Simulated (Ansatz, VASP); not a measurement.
## One calculation of Rh, two programs

Contents of INCAR:

```
ALGO = Normal
EDIFF = 1E-7
ENCUT = 520
GGA = PS
ISIF = 2
ISMEAR = -1
LASPH = T
LCHARG = F
LREAL = F
LWAVE = F
NBANDS = 22
NELM = 60
PREC = Accurate
SIGMA = 0.1
```

KPOINTS

```
k-points
0
Gamma
  13 13 7
```

POSCAR

```
Rh
1.0
    2.7309790000      0.0000000000      0.0000000000
   -1.3654900000      2.3650970000      0.0000000000
    0.0000000000      0.0000000000      4.4284890000
Rh
2
Direct
    0.6666666667      0.3333333333      0.7500000000
    0.3333333333      0.6666666667      0.2500000000
```

Input for Ansatz:

```yaml
crystal:
  lattice:
    - [2.730979, 0.0, 0.0]
    - [-1.36549, 2.365097, 0.0]
    - [0.0, 0.0, 4.428489]
  atoms:
    - { symbol: Rh, position: [0.6666666666666666, 0.3333333333333333, 0.75] }
    - { symbol: Rh, position: [0.3333333333333333, 0.6666666666666666, 0.25] }
kpoints:
  mp_grid:
    grid: [13, 13, 7]
hamiltonian:
  xc: pbesol
  pseudopotentials:
    kind: paw
scf:
  occupations:
    method: fermi_dirac
    width: 0.1
output:
  forces: true
  stress: true
  eigenvalues: true
```

Alike in both runs: task single point; functional PBEsol; k mesh 13 × 13 × 7; occupations fermi-dirac, width 0.1 eV; no spin polarisation.

|  | VASP | Ansatz |
| --- | --- | --- |
| version | VASP 6.6.1 | Ansatz 0.2.0 |
| potentials or method | VASP PAW PBE potentials, release 64 (Rh_pv) | plane waves, PAW |
| plane-wave cutoff (eV) | 520 | 420 |
| valence electrons in the cell | 30 | 34 |

VASP gave:

```
gap on the k mesh at the Fermi level (eV)                     : none
pressure (GPa)                                                : -13.3
traceless stress, the component that is largest in VASP (GPa) : -1.08
```

**Question.** Which values does Ansatz return?

**Answer.** gap on the k mesh at the Fermi level (eV): none; pressure (GPa): -13.2; traceless stress, the component that is largest in VASP (GPa): -1.09.

VASP's potentials were made for PBE, not for PBEsol. A gap of «none» marks a metal or a gap that the smearing closes. With one functional, cell and mesh, what is left measures potentials, basis and numerics. VASP's potentials hold 30 valence electrons a cell and Ansatz's 34, so a difference there can come from the potentials and not from the codes.
